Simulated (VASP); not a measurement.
# MgO (P2_1) in VASP: a series of runs, part 2 of 2

VASP 6.6.1.

## (4) Single point, PBE (atoms displaced along several vibrational modes)

File INCAR:

```
PREC = Accurate
ENCUT = 520
EDIFF = 1E-7
ISMEAR = 0
SIGMA = 0.05
LREAL = False
LASPH = True
NELM = 80
ALGO = Normal
ISIF = 2
LWAVE = False
LCHARG = True
GGA = PE
LELF = True
LVHAR = True
NBANDS = 26
```

File KPOINTS:

```
Automatic mesh
0
Gamma
  9 9 2
```

File POSCAR:

```
MgO
1.0
    3.2805263433      0.0000000000      0.0000000000
   -1.6402631717      2.8410191511      0.0000000000
    0.0000000000      0.0000000000     10.5138967343
Mg O
4 4
Direct
    0.2275524241      0.5892296667      0.9694906392
    0.0737541461      0.0539917822      0.2208211786
   -0.0737541461     -0.0539917822      0.7208211786
    0.7724475759      0.4107703333      0.4694906392
    0.2535516105      0.6082623920      0.7800420079
    0.0967691703      0.0708399493      0.5296443544
   -0.0967691703     -0.0708399493      0.0296443544
    0.7464483895      0.3917376080      0.2800420079
```

Potentials or basis: VASP PAW PBE potentials, release 64 (Mg, O).

On the command line:

```
$ cat potpaw_PBE.64/Mg/POTCAR potpaw_PBE.64/O/POTCAR > POTCAR
$ mpirun -np 1 vasp_std > vasp.out
```

OUTCAR:

```text
PREC = Accurate
   ENCUT = 520
   EDIFF = 1E-7
   ISMEAR = 0
   LREAL = False
   LASPH = True
   NELM = 80
   ISIF = 2
   GGA = PE

 ion  position               nearest neighbor table
   1  0.228  0.589  0.969-   7 1.98   7 1.99   5 1.99   7 2.02   2 3.07   3 3.19   2 3.21   3 3.22
                             3 3.28   2 3.58
   2  0.074  0.054  0.221-   8 1.98   8 1.99   8 2.01   7 2.07   1 3.07   4 3.19   1 3.21   4 3.22
                             4 3.28   1 3.58
   3  0.926  0.946  0.721-   5 1.98   5 1.99   5 2.01   6 2.07   4 3.07   1 3.19   4 3.21   1 3.22
                             1 3.28   4 3.58
   4  0.772  0.411  0.469-   6 1.98   6 1.99   8 1.99   6 2.02   3 3.07   2 3.19   3 3.21   2 3.22
                             2 3.28   3 3.58
   5  0.254  0.608  0.780-   3 1.98   3 1.99   1 1.99   3 2.01
   6  0.097  0.071  0.530-   4 1.98   4 1.99   4 2.02   3 2.07
   7  0.903  0.929  0.030-   1 1.98   1 1.99   1 2.02   2 2.07
   8  0.746  0.392  0.280-   2 1.98   2 1.99   4 1.99   2 2.01

  LATTYP: Found a hexagonal cell.
 ALAT       =     3.2805263433
 C/A-ratio  =     3.2049420227

  Lattice vectors:

[... 191 lines left out ...]

 E-fermi :   1.1630     XC(G=0):  -9.5997

 val. band max:        0.8804470322   @ k =   0.0000   0.0000   0.0000
 cond. band min:       4.1123656992   @ k =   0.0000   0.0000   0.0000
 fundamental gap:      3.2319186670
 Fermi energy:         1.1629699615

 k-point     1 :       0.0000    0.0000    0.0000
  band No.  band energies     occupation
      1     -15.1599      2.00000
      2     -14.8594      2.00000
      3     -14.8172      2.00000
      4     -14.4895      2.00000
      5      -2.2818      2.00000
      6      -1.1088      2.00000
[... 685 lines left out ...]
     25      13.0927      0.00000
     26      13.4760      0.00000

 [... further k-points ...]
[... 5 lines left out ...]
  --------------------------------------------------------------------------------------
  -------------------------------------------------------------------------------------
  Total       -1.9360859      0.4008077     -0.5312094     -1.6972774      0.0000000      0.0000000
  in kB      -31.6558373      6.5533781     -8.6855024    -27.7512158      0.0000000      0.0000000
  external PRESSURE =     -11.2626539 kB  Pullay stress =       0.0000000 kB

 VOLUME and BASIS-vectors are now :
 -----------------------------------------------------------------------------
  energy-cutoff  :      520.00
  volume of cell :       97.99
      direct lattice vectors                 reciprocal lattice vectors
     3.280526343  0.000000000  0.000000000     0.304829133  0.175993182  0.000000000
    -1.640263172  2.841019151  0.000000000     0.000000000  0.351986364  0.000000000
     0.000000000  0.000000000 10.513896734     0.000000000  0.000000000  0.095112214

 POSITION                                       TOTAL-FORCE (eV/Angst)
 -----------------------------------------------------------------------------------
     -0.22000      1.67401     10.19312         0.156043      0.249315     -0.100077
      0.15339      0.15339      2.32169        -0.114154     -0.174534     -0.154239
      1.48687      2.68763      7.57864         0.114154      0.174534     -0.154239
      1.86026      1.16701      4.93618        -0.156043     -0.249315     -0.100077
     -0.16593      1.72809      8.20128         0.034737      0.122467      0.034981
      0.20126      0.20126      5.56863        -0.085642     -0.153795      0.219335
      1.43901      2.63976      0.31168         0.085642      0.153795      0.219335
      1.80619      1.11293      2.94433        -0.034737     -0.122467      0.034981
 -----------------------------------------------------------------------------------
    total drift:                                0.000000      0.000000     -0.000825

  FREE ENERGIE OF THE ION-ELECTRON SYSTEM (eV)
  ---------------------------------------------------
  free  energy   TOTEN  =       -46.6909554730 eV

  energy  without entropy=      -46.6909554730  energy(sigma->0) =      -46.69095547
```

OSZICAR:

```text
N       E                     dE             d eps       ncg     rms          rms(c)
DAV:   1     0.143344710966E+03    0.14334E+03   -0.14424E+04  4264   0.107E+03
DAV:   2    -0.438286159407E+02   -0.18717E+03   -0.17623E+03  5706   0.234E+02
DAV:   3    -0.551959009986E+02   -0.11367E+02   -0.11307E+02  5360   0.584E+01
DAV:   4    -0.552684190336E+02   -0.72518E-01   -0.72487E-01  4882   0.542E+00
DAV:   5    -0.552688649983E+02   -0.44596E-03   -0.44591E-03  5186   0.423E-01    0.165E+01
DAV:   6    -0.468287901432E+02    0.84401E+01   -0.32345E+01  4672   0.323E+01    0.572E+00
DAV:   7    -0.467136789823E+02    0.11511E+00   -0.51191E-01  4424   0.461E+00    0.325E+00
DAV:   8    -0.466933644436E+02    0.20315E-01   -0.21444E-01  4682   0.428E+00    0.641E-01
DAV:   9    -0.466888293176E+02    0.45351E-02   -0.15889E-02  5440   0.827E-01    0.176E-01
DAV:  10    -0.466909237248E+02   -0.20944E-02   -0.26809E-03  4466   0.284E-01    0.577E-02
DAV:  11    -0.466909444092E+02   -0.20684E-04   -0.70399E-05  5124   0.627E-02    0.168E-02
DAV:  12    -0.466909551417E+02   -0.10733E-04   -0.87060E-06  4528   0.187E-02    0.946E-03
DAV:  13    -0.466909554614E+02   -0.31965E-06   -0.55628E-06  4634   0.158E-02    0.171E-03
DAV:  14    -0.466909554730E+02   -0.11617E-07   -0.20832E-07  4456   0.353E-03
   1 F= -.46690955E+02 E0= -.46690955E+02  d E =-.257303E-17
```

stdout:

```text
POSCAR found type information on POSCAR MgO
 POSCAR found :  2 types and       8 ions
 scaLAPACK will be used
 LDA part: xc-table for (Slater+PW92), standard interpolation
 POSCAR, INCAR and KPOINTS ok, starting setup
 FFT: planning ... GRIDC
 FFT: planning ... GRID_SOFT
 FFT: planning ... GRID
 WAVECAR not read
 entering main loop
```

Run time: 1.7 min. Hardware: 1 thread of AMD EPYC 9R45 (Zen 5), shared host; peak memory 0.28 GiB.

What came out:

```
Free energy            : -46.6910 eV
Pressure               : -1.1 GPa
Largest force          : 0.311 eV/Å
Band gap on the k mesh : 3.23 eV
```

Forces on the atoms (eV/Å):
```
Mg   0.156  0.249 -0.100
Mg  -0.114 -0.175 -0.154
Mg   0.114  0.175 -0.154
Mg  -0.156 -0.249 -0.100
O    0.035  0.122  0.035
O   -0.086 -0.154  0.219
O    0.086  0.154  0.219
O   -0.035 -0.122  0.035
```

Stress tensor (GPa, compression positive):
```
-3.17 -2.78  0.00
-2.78  0.66  0.00
 0.00  0.00 -0.87
```

Caveat: the cell differs from its parent crystal (atoms displaced along several vibrational modes).

## (5) Summary

```tsv
cell	gap on the mesh (eV)	pressure (GPa)	largest force (eV/Å)
as given, atomic positions A	3.30	-0.8	0.26
as given, atomic positions B	3.16	-1.0	0.45
as given, atomic positions C	3.23	-1.1	0.31
```

Alike in all rows: task single point; level PBE; potentials or basis VASP PAW PBE potentials, release 64 (Mg, O); no spin polarisation; k mesh 9 × 9 × 2; cutoff (eV) 520; smearing gaussian 0.05 eV.

Total energies depend on the potentials used, so only differences within one code and one set of settings carry meaning.
